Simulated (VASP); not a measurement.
# EuS (Fm-3m) in VASP: a series of runs

EuS is run at these levels: PBE+U; tasks: single point.

Everything below comes from runs of VASP 6.6.1. Logs are shortened: lines on timing, memory, paths and dates and some standing lists are left out, and cuts for length are marked.

**Measured values to compare with.**

From “Crystal-field mediated electronic transitions of EuS up to 35 GPa”, 2022, pmc:8786971, for a powder of EuS at 300 K: band gap 1.72 eV (optical).

How close the calculation comes is told below.

## Step 1: The cell of the first run

It takes space group Fm-3m (No. 225, cubic). Conventional cell: a = 5.957 Å, b = 5.957 Å, c = 5.957 Å, α = 90.00°, β = 90.00°, γ = 90.00°. Eu (site symmetry m-3m) has 6 S at 2.98 Å within 3.9 Å. S (site symmetry m-3m) has 6 Eu at 2.98 Å within 3.9 Å.

## Step 2: Single point, PBE+U, collinear spin, ferromagnetic start

Contents of INCAR:

```
PREC = Accurate ; ENCUT = 600
EDIFF = 1E-6 ; ISMEAR = -1
SIGMA = 0.1 ; LREAL = False
LASPH = True ; NELM = 200
ALGO = Normal ; ISIF = 2
LWAVE = False ; LCHARG = False
ISPIN = 2 ; MAGMOM = 9.1 0
LORBIT = 11 ; LMAXMIX = 6
LDAU = True ; LDAUTYPE = 2
LDAUL = 3 -1 ; LDAUU = 3 0
LDAUJ = 0 0 ; LDAUPRINT = 1
GGA = PE ; NBANDS = 22
GGA_COMPAT = False
```

Contents of KPOINTS:

```
regular mesh
0
Gamma
  7 7 7
```

Contents of POSCAR:

```
EuS
1.0
    0.0000000000      2.9785000000      2.9785000000
    2.9785000000      0.0000000000      2.9785000000
    2.9785000000      2.9785000000      0.0000000000
Eu S
1 1
Direct
    0.0000000000      0.0000000000      0.0000000000
    0.5000000000      0.5000000000      0.5000000000
```

Potentials or basis: VASP PAW PBE potentials, release 64 (Eu, S).

The run is started by

```
cat potpaw_PBE.64/Eu/POTCAR potpaw_PBE.64/S/POTCAR > POTCAR
mpirun -np 1 vasp_std > vasp.out
```

OUTCAR:

```text
PREC = Accurate
   ENCUT = 600
   EDIFF = 1E-6
   ISMEAR = -1
   LREAL = False
   LASPH = True
   NELM = 200
   ISIF = 2
   ISPIN = 2
   LORBIT = 11
   GGA = PE

 ion  position               nearest neighbor table
   1  0.000  0.000  0.000-   2 2.98   2 2.98   2 2.98   2 2.98   2 2.98   2 2.98
   2  0.500  0.500  0.500-   1 2.98   1 2.98   1 2.98   1 2.98   1 2.98   1 2.98

  LATTYP: Found a face centered cubic cell.
 ALAT       =     5.9570000000

  Lattice vectors:

 A1 = (   0.0000000000,   2.9785000000,   2.9785000000)
 A2 = (   2.9785000000,   0.0000000000,   2.9785000000)
 A3 = (   2.9785000000,   2.9785000000,   0.0000000000)

Analysis of symmetry for initial positions (statically):
=====================================================================
 Subroutine PRICEL returns:
 Original cell was already a primitive cell.

 Routine SETGRP: Setting up the symmetry group for a
 face centered cubic supercell.

 Subroutine GETGRP returns: Found 48 space group operations
 (whereof 48 operations were pure point group operations)
 out of a pool of 48 trial point group operations.

The static configuration has the point symmetry O_h .

Analysis of symmetry for dynamics (positions and initial velocities):
=====================================================================
 Subroutine PRICEL returns:
 Original cell was already a primitive cell.

 Routine SETGRP: Setting up the symmetry group for a
 face centered cubic supercell.

 Subroutine GETGRP returns: Found 48 space group operations
 (whereof 48 operations were pure point group operations)
 out of a pool of 48 trial point group operations.

The dynamic configuration has the point symmetry O_h .

Analysis of structural, dynamic, and magnetic symmetry:
=====================================================================
 Subroutine PRICEL returns:
 Original cell was already a primitive cell.

 Routine SETGRP: Setting up the symmetry group for a
 face centered cubic supercell.

 Subroutine GETGRP returns: Found 48 space group operations
 (whereof 48 operations were pure point group operations)
 out of a pool of 48 trial point group operations.

The overall configuration has the point symmetry O_h .

 Subroutine INISYM returns: Found 48 space group operations
 (whereof 48 operations are pure point group operations),
 and found     1 'primitive' translations
[... 169 lines left out ...]
  o =  0.9680  v = -0.0000 -0.0000  0.0000  0.0000 -0.0164 -0.9998 -0.0127  0.0000  0.0000  0.0000  0.0000  0.0000  0.0000  0.0000      0.0000  0.0000  0.0000  0.0000  0.0000  0.0000  0.0000  0.0000  0.0000  0.0000  0.0000  0.0000  0.0000  0.0000
  o =  0.9680  v =  0.6124 -0.0000 -0.7906 -0.0000  0.0000 -0.0000  0.0000  0.0000  0.0000  0.0000  0.0000  0.0000  0.0000  0.0000      0.0000  0.0000  0.0000  0.0000  0.0000  0.0000  0.0000  0.0000  0.0000  0.0000  0.0000  0.0000  0.0000  0.0000
  o =  0.9680  v =  0.0000 -0.0000 -0.0000 -0.0000 -0.7904  0.0207 -0.6122  0.0000  0.0000  0.0000  0.0000  0.0000  0.0000  0.0000      0.0000  0.0000  0.0000  0.0000  0.0000  0.0000  0.0000  0.0000  0.0000  0.0000  0.0000  0.0000  0.0000  0.0000

 number of electron      22.9999997 magnetization       6.9949568

 Free energy of the ion-electron system (eV)
  ---------------------------------------------------
  ext. energy  EPLUGINS =         0.00000000
  ---------------------------------------------------
  free energy    TOTEN  =       -19.46348444 eV

  energy without entropy =      -19.44520541  energy(sigma->0) =      -19.45434492

 E-fermi :   4.0449     XC(G=0):  -9.5919

 val. band max:        3.8786800739   @ k =   0.0000   0.0000   0.0000
 cond. band min:       4.2197143784   @ k =   0.2857   0.2857   0.0000
 fundamental gap:      0.3410343045
 Fermi energy:         4.0448793787

 spin component 1

 k-point     1 :       0.0000    0.0000    0.0000
  band No.  band energies     occupation
      1     -36.7542      1.00000
      2     -15.5620      1.00000
      3     -15.5620      1.00000
      4     -15.5620      1.00000
      5      -9.1704      1.00000
      6       1.4376      1.00000
[... 489 lines left out ...]
     21      11.0012      0.00000
     22      12.3338      0.00000
 Fermi energy:         4.0448793787

 spin component 2

 k-point     1 :       0.0000    0.0000    0.0000
  band No.  band energies     occupation
      1     -33.6381      1.00000
      2     -13.2925      1.00000
      3     -13.2925      1.00000
      4     -13.2925      1.00000
      5      -9.1745      1.00000
      6       1.7081      1.00000
[... 489 lines left out ...]
     21      11.8793      0.00000
     22      13.4088      0.00000

------------------------ aborting loop because EDIFF is reached ----------------------------------------

  FORCE on cell =-STRESS in cart. coord.  units (eV):
  Direction    XX          YY          ZZ          XY          YZ          ZX
  --------------------------------------------------------------------------------------
  -------------------------------------------------------------------------------------
  Total       -0.2050698     -0.2050698     -0.2050698      0.0000000      0.0000000     -0.0000000
  in kB       -6.2171246     -6.2171246     -6.2171246      0.0000000      0.0000000     -0.0000000
  external PRESSURE =      -6.2171246 kB  Pullay stress =       0.0000000 kB

 VOLUME and BASIS-vectors are now :
 -----------------------------------------------------------------------------
  energy-cutoff  :      600.00
  volume of cell :       52.85
      direct lattice vectors                 reciprocal lattice vectors
     0.000000000  2.978500000  2.978500000    -0.167869733  0.167869733  0.167869733
     2.978500000  0.000000000  2.978500000     0.167869733 -0.167869733  0.167869733
     2.978500000  2.978500000  0.000000000     0.167869733  0.167869733 -0.167869733

 POSITION                                       TOTAL-FORCE (eV/Angst)
 -----------------------------------------------------------------------------------
      0.00000      0.00000      0.00000        -0.000000      0.000000      0.000000
      2.97850      2.97850      2.97850         0.000000      0.000000     -0.000000
 -----------------------------------------------------------------------------------
    total drift:                                0.000000      0.000000      0.000000

  FREE ENERGIE OF THE ION-ELECTRON SYSTEM (eV)
  ---------------------------------------------------
  free  energy   TOTEN  =       -19.4634844358 eV

  energy  without entropy=      -19.4452054106  energy(sigma->0) =      -19.45434492

 total charge

# of ion       s       p       d       f       tot
--------------------------------------------------
    1        2.028   5.775   0.269   6.754  14.825
    2        1.316   2.442   0.000   0.000   3.758
--------------------------------------------------
tot          3.345   8.216   0.269   6.754  18.583

 magnetization (x)

# of ion       s       p       d       f       tot
--------------------------------------------------
    1       -0.015  -0.116   0.065   6.731   6.665
    2       -0.007  -0.062   0.000   0.000  -0.068
--------------------------------------------------
tot         -0.022  -0.177   0.065   6.731   6.596
```

It took 3.2 min on 1 thread of Intel Xeon Platinum 8488C (Sapphire Rapids), shared host; peak memory 0.27 GiB.

Results:

| Property | Result |
| --- | --- |
| Free energy | -19.4635 eV |
| Pressure | -0.6 GPa |
| Band gap on the k mesh | zero (filled and empty bands overlap) |
| Net moment | 6.99 μB per cell |
| Site moments | Eu +6.67; S -0.07 μB |
| Valence electrons inside the program's atomic spheres | Eu 14.82; S 3.76 |

Eigenvalues of the final occupation matrices:
```
    site  spin  trace                         eigenvalues
site 1 f     1   6.75  0.96 0.96 0.96 0.97 0.97 0.97 0.97
site 1 f     2   0.01  0.00 0.00 0.00 0.00 0.00 0.00 0.00
```

Caveat: spin-orbit coupling is left out, which moves the levels of the heavy elements; a cell with one magnetic atom can't hold antiferromagnetic order, which such compounds often take.

## Step 3: Single point, PBE+U, collinear spin, ferromagnetic start

Contents of INCAR:

```
PREC     = Accurate       # precision mode
ENCUT    = 600            # plane-wave cutoff, eV
EDIFF    = 1E-6           # SCF threshold, eV
ISMEAR   = -1             # smearing method
SIGMA    = 0.05           # smearing width, eV
LREAL    = False          # projectors in reciprocal space
LASPH    = True           # aspherical terms in the spheres
NELM     = 200            # most SCF steps
ALGO     = Normal         # electronic algorithm
ISIF     = 2              # what is computed and relaxed
LWAVE    = False          # write WAVECAR
LCHARG   = False          # write CHGCAR
ISPIN    = 2              # spin polarisation
MAGMOM   = 9.1 0          # initial moments
LORBIT   = 11             # projections on sites
LMAXMIX  = 6              # l up to which the mixer works
LDAU     = True           # DFT+U
LDAUTYPE = 2            
LDAUL    = 3 -1           # shell
LDAUU    = 3 0            # U, eV
LDAUJ    = 0 0          
LDAUPRINT= 1            
GGA      = PE             # functional
NBANDS   = 22             # bands
GGA_COMPAT= False
```

KPOINTS is that of step 2.

POSCAR is that of step 2.

Potentials or basis: VASP PAW PBE potentials, release 64 (Eu, S).

The run is started by

```
cat potpaw_PBE.64/Eu/POTCAR potpaw_PBE.64/S/POTCAR > POTCAR
mpirun -np 1 vasp_std > vasp.out
```

Wall time 3.1 min (1 thread of Intel Xeon Platinum 8488C (Sapphire Rapids), shared host); peak memory 0.27 GiB.

Results (log left out):

```
Free energy                                           : -19.4576 eV
Pressure                                              : -0.6 GPa
Band gap on the k mesh                                : zero (filled and empty bands overlap)
Net moment                                            : 7.00 μB per cell
Site moments                                          : Eu +6.67; S -0.07 μB
Valence electrons inside the program's atomic spheres : Eu 14.83; S 3.76
```

Levels at points of the mesh, in eV from the Fermi level:
Spin up:
```csv
k point,band 11,band 12,band 13,band 14,band 15,band 16,band 17,band 18,band 19,band 20
"(0.00, 0.00, 0.00)",-0.40,-0.40,0.02,0.02,0.02,1.30,1.60,1.60,1.60,2.48
```
Spin down:
```csv
k point,band 5,band 6,band 7,band 8,band 9,band 10,band 11,band 12
"(0.00, 0.00, 0.00)",-13.06,-2.18,-2.18,-2.18,1.83,2.31,2.31,2.31
```

Eigenvalues of the final occupation matrices:
```
    site  spin  trace                         eigenvalues
site 1 f     1   6.75  0.96 0.96 0.96 0.97 0.97 0.97 0.97
site 1 f     2   0.01  0.00 0.00 0.00 0.00 0.00 0.00 0.00
```

Caveat: spin-orbit coupling is left out, which moves the levels of the heavy elements; a cell with one magnetic atom can't hold antiferromagnetic order, which such compounds often take.

(Part 1 of 2 ends here.)
